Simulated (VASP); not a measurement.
CdIn2O4: electric field gradients with r2SCAN

Crystal: CdIn2O4.

```
Cd In O
1.0
     0.00000    4.61102    4.61102
     4.61102    0.00000    4.61102
     4.61102    4.61102    0.00000
Cd In O
2 4 8
Direct
  0.75000 0.75000 0.75000
  0.50000 0.50000 0.50000
  0.62500 0.12500 0.12500
  0.12500 0.12500 0.12500
  0.12500 0.62500 0.12500
  0.12500 0.12500 0.62500
  0.36244 0.36244 0.36244
  0.33733 0.88756 0.88756
  0.88756 0.88756 0.33733
  0.88756 0.33733 0.88756
  0.36244 0.36244 0.91267
  0.36244 0.91267 0.36244
  0.88756 0.88756 0.88756
  0.91267 0.36244 0.36244
```

- Program: VASP 6.6.1
- Task: electric field gradients
- Functional: r2SCAN
- Potentials or basis: VASP PAW PBE potentials, release 64 (Cd, In_d, O)
- Cutoff: 580 eV
- k mesh: 5 × 5 × 5
- Occupations: fermi-dirac, width 0.02 eV
- Spin: no spin polarisation
- Dipole correction: no
- Further INCAR settings: ALGO = Normal; EDIFF = 1e-07; NBANDS = 75

The pressure is -0.3 GPa, the largest force is 0.233 eV/Å and the band gap on the k mesh is 1.54 eV (least direct gap 1.60 eV). The largest electric field gradient by atom is Cd -0.0; In -50.7; O +15.1 V/Å².

Forces on the atoms (eV/Å):
```
Cd   0.000  0.000  0.000
Cd   0.000  0.000  0.000
In   0.000  0.000  0.000
In   0.000  0.000  0.000
In   0.000  0.000  0.000
In   0.000  0.000  0.000
O   -0.135 -0.135 -0.135
O    0.135 -0.135 -0.135
O   -0.135 -0.135  0.135
O   -0.135  0.135 -0.135
O    0.135  0.135 -0.135
O    0.135 -0.135  0.135
O    0.135  0.135  0.135
O   -0.135  0.135  0.135
```

Levels at points of the mesh, in eV from the valence-band top:
```tsv
k point	band 59	band 60	band 61	band 62	band 63	band 64	band 65	band 66
(0.00, 0.00, 0.00)	-0.11	-0.11	-0.07	-0.07	1.54	5.77	6.28	6.28
```

Electric field gradients, principal values (V/Å²):
| atom | least | middle | greatest (by size) |
| --- | --- | --- | --- |
| 1 Cd | 0.002 | 0.002 | -0.003 |
| 2 Cd | 0.002 | 0.002 | -0.003 |
| 3 In | 25.325 | 25.328 | -50.653 |
| 4 In | 25.329 | 25.329 | -50.658 |
| 5 In | 25.325 | 25.328 | -50.653 |
| 6 In | 25.325 | 25.328 | -50.653 |
| 7 O | -7.563 | -7.563 | 15.127 |
| 8 O | -7.563 | -7.564 | 15.127 |
| 9 O | -7.563 | -7.564 | 15.127 |
| 10 O | -7.563 | -7.564 | 15.127 |
| 11 O | -7.563 | -7.564 | 15.127 |
| 12 O | -7.563 | -7.564 | 15.127 |
| 13 O | -7.563 | -7.563 | 15.127 |
| 14 O | -7.563 | -7.564 | 15.127 |

Wall time 34 min on 1 thread of Oxide Virtual Turin-like Processor (shared host), peak memory 0.48 GiB.

Caveat: without QUAD_EFG the Cq values of the log hold for a quadrupole moment of 1 mb, not for the nuclei; the PAW data sets were made with another functional, which shifts forces and pressure a little; spin-orbit coupling is left out, which moves the levels of the heavy elements; an odd mesh through Γ misses points on the zone boundary, where band edges can lie.
